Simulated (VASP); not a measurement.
# As (I4_1/amd) in VASP: a series of runs

As is run at these levels: PBE; tasks: relaxation of shape and atoms at fixed volume, relaxation of cell and atoms.

Program: VASP 6.6.1. These are calculated values, not measurements. Logs are shortened: lines on timing, memory, paths and dates and some standing lists are left out, and cuts for length are marked.

## Step 1: The cell of the first run

The structure is tetragonal, space group I4_1/amd (No. 141). Conventional cell: a = 5.160 Å, b = 5.160 Å, c = 2.744 Å, α = 90.00°, β = 90.00°, γ = 90.00°. As (site symmetry -4m2) has 10 As at 2.67 to 3.30 Å within 3.5 Å.

## Step 2: Relaxation of shape and atoms at fixed volume, PBE

The input, INCAR:

```
PREC     = Accurate       # precision mode
ENCUT    = 600            # plane-wave cutoff, eV
EDIFF    = 1E-6           # SCF threshold, eV
ISMEAR   = -1             # smearing method
SIGMA    = 0.1            # smearing width, eV
LREAL    = F              # projectors in reciprocal space
LASPH    = T              # aspherical terms in the spheres
NELM     = 100            # most SCF steps
ALGO     = Normal         # electronic algorithm
ISIF     = 4              # what is computed and relaxed
LWAVE    = F              # write WAVECAR
LCHARG   = F              # write CHGCAR
GGA      = PE             # functional
IBRION   = 2              # ionic algorithm
NSW      = 50             # ionic steps
EDIFFG   = -0.005         # ionic threshold
```

The input, KPOINTS:

```
Automatic mesh
0
Gamma
  17 17 17
```

The input, POSCAR:

```
As
1.0
   -2.5798356222      2.5798356222      1.3722081474
    2.5798356222     -2.5798356222      1.3722081474
    2.5798356222      2.5798356222     -1.3722081474
As
2
Direct
   -0.3750000000     -0.1250000000     -0.2500000000
    0.3750000000      0.1250000000      0.2500000000
```

Potentials or basis: VASP PAW PBE potentials, release 64 (As).

On the command line:

```console
cat potpaw_PBE.64/As/POTCAR > POTCAR
mpirun -np 1 vasp_std > vasp.out
```

OUTCAR:

```text
PREC = Accurate
   ENCUT = 600
   EDIFF = 1E-6
   ISMEAR = -1
   LREAL = F
   LASPH = T
   NELM = 100
   ISIF = 4
   GGA = PE
   IBRION = 2
   NSW = 50
   EDIFFG = -0.005

 ion  position               nearest neighbor table
   1  0.625  0.875  0.750-   2 2.67   2 2.67   2 2.67   2 2.67
   2  0.375  0.125  0.250-   1 2.67   1 2.67   1 2.67   1 2.67

  LATTYP: Found a body centered tetragonal cell.
 ALAT       =     5.1596712444
 C/A-ratio  =     0.5318975115

  Lattice vectors:

 A1 = (  -2.5798356222,   2.5798356222,   1.3722081474)
 A2 = (   2.5798356222,  -2.5798356222,   1.3722081474)
 A3 = (   2.5798356222,   2.5798356222,  -1.3722081474)

Analysis of symmetry for initial positions (statically):
=====================================================================
 Subroutine PRICEL returns:
 Original cell was already a primitive cell.

 Routine SETGRP: Setting up the symmetry group for a
 body centered tetragonal supercell.

 Subroutine GETGRP returns: Found 16 space group operations
 (whereof  4 operations were pure point group operations)
 out of a pool of 16 trial point group operations.

The static configuration has the point symmetry C_2h.
 The point group associated with its full space group is D_4h.

Analysis of symmetry for dynamics (positions and initial velocities):
=====================================================================
 Subroutine PRICEL returns:
 Original cell was already a primitive cell.

 Routine SETGRP: Setting up the symmetry group for a
 body centered tetragonal supercell.

 Subroutine GETGRP returns: Found 16 space group operations
 (whereof  4 operations were pure point group operations)
 out of a pool of 16 trial point group operations.

The dynamic configuration has the point symmetry C_2h.
 The point group associated with its full space group is D_4h.

 Subroutine INISYM returns: Found 16 space group operations
 (whereof  4 operations are pure point group operations),
 and found     1 'primitive' translations

----------------------------------------------------------------------------------------

                                     Primitive cell

  volume of cell :      36.5312

  direct lattice vectors                    reciprocal lattice vectors
    -2.579835622  2.579835622  1.372208147     0.000000000  0.193810798  0.364376207
     2.579835622 -2.579835622  1.372208147     0.193810798  0.000000000  0.364376207
     2.579835622  2.579835622 -1.372208147     0.193810798  0.193810798  0.000000000

  length of vectors
     3.897955730  3.897955730  3.897955730     0.412713757  0.412713757  0.274089859

  position of ions in fractional coordinates (direct lattice)
     0.625000000  0.875000000  0.750000000
     0.375000000  0.125000000  0.250000000

  ion indices of the primitive-cell ions
   primitive index   ion index
                 1           1
                 2           2

----------------------------------------------------------------------------------------

 KPOINTS: Automatic mesh

Automatic generation of k-mesh.
 Grid dimensions read from file:
 generate k-points for:   17   17   17

 Generating k-lattice:

  Cartesian coordinates                     Fractional coordinates (reciprocal lattice)
     0.000000000  0.011400635  0.021433895     0.058823529  0.000000000 -0.000000000
     0.011400635  0.000000000  0.021433895     0.000000000  0.058823529 -0.000000000
     0.011400635  0.011400635  0.000000000     0.000000000  0.000000000  0.058823529

  Length of vectors
     0.024277280  0.024277280  0.016122933

  Shift w.r.t. Gamma in fractional coordinates (k-lattice)
     0.000000000  0.000000000  0.000000000

 Subroutine IBZKPT returns following result:
 ===========================================

 Found    405 irreducible k-points:

 Following reciprocal coordinates:
            Coordinates               Weight
  0.000000  0.000000  0.000000      1.000000
  0.058824  0.000000 -0.000000      8.000000
  0.117647  0.000000  0.000000      8.000000
  0.176471  0.000000 -0.000000      8.000000
  0.235294  0.000000  0.000000      8.000000
  0.294118  0.000000 -0.000000      8.000000
[... 16 lines left out ...]
 -0.176471  0.058824  0.000000     16.000000
 -0.117647  0.058824  0.000000     16.000000
 [... further k-points ...]
   k-points           NKPTS =    405   k-points in BZ     NKDIM =    405   number of bands    NBANDS=      9
   number of dos      NEDOS =    301   number of ions     NIONS =      2
   total plane-waves  NPLWV =  32768
   dimension x,y,z NGX =    32 NGY =   32 NGZ =   32
   dimension x,y,z NGXF=    64 NGYF=   64 NGZF=   64
   ions per type =               2
   NGX,Y,Z   is equivalent  to a cutoff of  13.65, 13.65, 13.65 a.u.
   NGXF,Y,Z  is equivalent  to a cutoff of  27.30, 27.30, 27.30 a.u.
 SYSTEM =  unknown system
   PREC   = accura    normal or accurate (medium, high low for compatibility)
   ISTART =      0    job   : 0-new  1-cont  2-samecut
   ICHARG =      2    charge: 1-file 2-atom 10-const
   ISPIN  =      1    spin polarized calculation?
   LNONCOLLINEAR =      F non collinear calculations
   LSORBIT =      F    spin-orbit coupling
   LASPH  =      T    aspherical Exc in radial PAW
   ENCUT  =  600.0 eV  44.10 Ry    6.64 a.u.   7.79  7.79  7.79*2*pi/ulx,y,z
   NELM   =    100;   NELMIN=  2; NELMDL= -5     # of ELM steps
   EDIFF  = 0.1E-05   stopping-criterion for ELM
   LREAL  =      F    real-space projection
   EDIFFG = -.5E-02   stopping-criterion for IOM
   NSW    =     50    number of steps for IOM
   IBRION =      2    ionic relax: 0-MD 1-quasi-New 2-CG
   NFREE  =      1    steps in history (QN), initial steepest desc. (CG)
   ISIF   =      4    stress and relaxation
   ISYM   =      2    0-nonsym 1-usesym 2-fastsym
   POTIM  = 0.5000    time-step for ionic-motion
   TEBEG  =    0.0;   TEEND  =   0.0 temperature during run
   PSTRESS=    0.0 pullay stress
   NELECT =      10.0000    total number of electrons
   NUPDOWN=      -1.0000    fix difference up-down
   EMIN   =  10.00;   EMAX   =-10.00  energy-range for DOS
   EFERMI =   0.00;   METHOD = LEGACY
   ISMEAR =    -1;   SIGMA  =   0.10  broadening in eV -4-tet -1-fermi 0-gaus
   EFERMI_NEDOS =   21; number of points for ismear=-14 and -15
   IALGO  =     38    algorithm
   IMIX   =      4    mixing-type and parameters
     AMIX     =   0.40;   BMIX     =  1.00
     AMIX_MAG =   1.60;   BMIX_MAG =  1.00
  volume/ion in A,a.u.               =      18.27       123.26
  Fermi-wavevector in a.u.,A,eV,Ry     =   1.062968  2.008718 15.373233  1.129901
  Thomas-Fermi vector in A             =   2.198437
   LORBIT       =      0    0 simple, 1 ext, 2 COOP (PROOUT), +10 PAW based schemes
   GGA     = PE    functional components
   LHFCALC =     F    Hartree Fock is set to
   AEXX    =    0.0000 exact exchange contribution
   IVDW    =     0    specifies the selected vdW correction
   LEPSILON=     F    determine dielectric tensor
   LRPA    =     F    only Hartree local field effects (RPA)
 conjugate gradient relaxation of ions
 non-spin polarized calculation
  energy-cutoff  :      600.00
  volume of cell :       36.53
 maximum number of plane-waves:      1243
   NGX = 15   NGY = 15   NGZ = 15

--------------------------------------- Ionic step        1  -------------------------------------------

 number of electron      10.0000001 magnetization

 Free energy of the ion-electron system (eV)
  ---------------------------------------------------
  ext. energy  EPLUGINS =         0.00000000
  ---------------------------------------------------
  free energy    TOTEN  =        -8.77395315 eV

  energy without entropy =       -8.74530649  energy(sigma->0) =       -8.75962982

------------------------ aborting loop because EDIFF is reached ----------------------------------------

  FORCE on cell =-STRESS in cart. coord.  units (eV):
  Direction    XX          YY          ZZ          XY          YZ          ZX
  --------------------------------------------------------------------------------------
  -------------------------------------------------------------------------------------
  Total        2.4714801      2.4714801      2.3077380     -0.0000000      0.0000000      0.0000000
  in kB      108.3936028    108.3936028    101.2122395     -0.0000000      0.0000000      0.0000000
  external PRESSURE =     105.9998151 kB  Pullay stress =       0.0000000 kB

 VOLUME and BASIS-vectors are now :
 -----------------------------------------------------------------------------
  energy-cutoff  :      600.00
  volume of cell :       36.53
      direct lattice vectors                 reciprocal lattice vectors
    -2.579835622  2.579835622  1.372208147     0.000000000  0.193810798  0.364376207
     2.579835622 -2.579835622  1.372208147     0.193810798  0.000000000  0.364376207
     2.579835622  2.579835622 -1.372208147     0.193810798  0.193810798  0.000000000
[... 37 lines left out ...]
 POSITION                                       TOTAL-FORCE (eV/Angst)
 -----------------------------------------------------------------------------------
      2.58324      1.29162      1.02645         0.000000     -0.000000      0.000000
      0.00000      1.29162      0.34215        -0.000000      0.000000     -0.000000
 -----------------------------------------------------------------------------------
    total drift:                                0.000000     -0.000000      0.000000

  FREE ENERGIE OF THE ION-ELECTRON SYSTEM (eV)
  ---------------------------------------------------
  free  energy   TOTEN  =        -8.7742254394 eV

  energy  without entropy=       -8.7454705991  energy(sigma->0) =       -8.75984802

--------------------------------------- Ionic step        3  -------------------------------------------

 number of electron      10.0000000 magnetization

 Free energy of the ion-electron system (eV)
  ---------------------------------------------------
  ext. energy  EPLUGINS =         0.00000000
  ---------------------------------------------------
  free energy    TOTEN  =        -8.77424568 eV

  energy without entropy =       -8.74546171  energy(sigma->0) =       -8.75985369

 E-fermi :   7.0661     XC(G=0): -10.8523

 val. band max:        7.0587662686   @ k =   0.4118   0.2353   0.1765
 cond. band min:       7.0670286373   @ k =   0.2353   0.1176   0.1176
 fundamental gap:      0.0082623686
 Fermi energy:         7.0660643351

 k-point     1 :       0.0000    0.0000    0.0000
  band No.  band energies     occupation
      1      -8.7061      2.00000
      2      -1.0533      2.00000
      3       2.5857      2.00000
      4       2.5857      2.00000
      5       9.2749      0.00000
      6      11.6428      0.00000
      7      11.6428      0.00000
      8      12.6360      0.00000
      9      12.8266      0.00000

 k-point     2 :       0.0588    0.0000   -0.0000
  band No.  band energies     occupation
      1      -8.6224      2.00000
      2      -1.0894      2.00000
      3       2.5956      2.00000
      4       2.7753      2.00000
      5       9.4246      0.00000
      6      11.2892      0.00000
      7      11.6547      0.00000
      8      12.0994      0.00000
      9      12.1229      0.00000
[... 253 lines left out ...]
 k-point    24 :      -0.1176    0.0588    0.0000
  band No.  band energies     occupation
      1      -8.5507      2.00000
      2      -1.4302      2.00000
      3       2.5759      2.00000
      4       3.0981      2.00000
      5       9.7529      0.00000
      6      10.6047      0.00000
      7      11.4223      0.00000
      8      12.0628      0.00000
      9      12.2514      0.00000

 [... further k-points ...]
[... 5 lines left out ...]
  --------------------------------------------------------------------------------------
  -------------------------------------------------------------------------------------
  Total        2.4128307      2.4128307      2.4094640     -0.0000000     -0.0000000      0.0000000
  in kB      105.8213709    105.8213709    105.6737154     -0.0000000     -0.0000000      0.0000000
  external PRESSURE =     105.7721524 kB  Pullay stress =       0.0000000 kB

 VOLUME and BASIS-vectors are now :
 -----------------------------------------------------------------------------
  energy-cutoff  :      600.00
  volume of cell :       36.53
      direct lattice vectors                 reciprocal lattice vectors
    -2.584342347  2.584342347  1.367426449     0.000000000  0.193472819  0.365650379
     2.584342347 -2.584342347  1.367426449     0.193472819  0.000000000  0.365650379
     2.584342347  2.584342347 -1.367426449     0.193472819  0.193472819  0.000000000

 POSITION                                       TOTAL-FORCE (eV/Angst)
 -----------------------------------------------------------------------------------
      2.58434      1.29217      1.02557        -0.000000     -0.000000     -0.000000
     -0.00000      1.29217      0.34186         0.000000      0.000000      0.000000
 -----------------------------------------------------------------------------------
    total drift:                                0.000000     -0.000000      0.000000

  FREE ENERGIE OF THE ION-ELECTRON SYSTEM (eV)
  ---------------------------------------------------
  free  energy   TOTEN  =        -8.7742456820 eV

  energy  without entropy=       -8.7454617076  energy(sigma->0) =       -8.75985369

 reached required accuracy - stopping structural energy minimisation
```

Run time: 77 s. Hardware: 1 thread of Intel Xeon Platinum 8559C (Emerald Rapids), shared host; peak memory 0.3 GiB.

What came out:

```yaml
Free_energy: -8.7742 eV
Energy_gained_by_relaxing: 0.1 meV/atom
Ionic_steps: 3
Pressure_after_relaxing: 10.6 GPa
Band_gap_on_the_k_mesh: zero (bands 5 and 6 overlap by 7.05 eV)
```

Step by step:
```tsv
step	energy change (eV)	largest force (eV/Å)	pressure (GPa)	volume (Å³)
1	0.0000	0.0000	10.60	36.53
2	-0.0003	0.0000	10.58	36.53
3	-0.0003	0.0000	10.58	36.53
```

Final structure:
```cif
data_structure
_symmetry_space_group_name_H-M 'P 1'
_symmetry_Int_Tables_number 1
_cell_length_a 3.9022
_cell_length_b 3.9022
_cell_length_c 3.9022
_cell_angle_alpha 97.053
_cell_angle_beta 97.053
_cell_angle_gamma 138.974
_cell_volume 36.53
loop_
_atom_site_label
_atom_site_type_symbol
_atom_site_fract_x
_atom_site_fract_y
_atom_site_fract_z
_atom_site_occupancy
As1 As 0.62500 0.87500 0.75000 1
As2 As 0.37500 0.12500 0.25000 1
```

(Part 1 of 2 ends here.)
